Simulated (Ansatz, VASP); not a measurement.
Two plane-wave programs on Sb

```
Sb
1.0
     3.12280    0.00000    0.00000
     0.00000    3.12280    0.00000
     0.00000    0.00000    3.12280
Sb
1
Direct
  0.00000 0.00000 0.00000
```

Alike in both runs: functional revPBE; k mesh 10 × 10 × 10; occupations fermi-dirac, width 0.1 eV; no spin polarisation.

Ansatz relaxed the structure, and its values are those at the end. VASP's run is a single point on that final structure, the one shown.

|  | VASP | Ansatz |
| --- | --- | --- |
| version | VASP 6.6.1 | Ansatz 0.2.0 |
| potentials or method | VASP PAW PBE potentials, release 64 (Sb), cutoff 520 eV | plane waves (420 eV) with PAW, scalar-relativistic |
| valence electrons in the cell | 5 | 15 |

```csv
,VASP,Ansatz,Ansatz less VASP
pressure (GPa),-0.1,0.0,+0.07
```

VASP's potentials were made for PBE, not for revPBE. With one functional, cell and mesh, what is left measures potentials, basis and numerics. VASP's potentials hold 5 valence electrons a cell and Ansatz's 15, so a difference there can come from the potentials and not from the codes.

Spin-orbit coupling is off throughout.
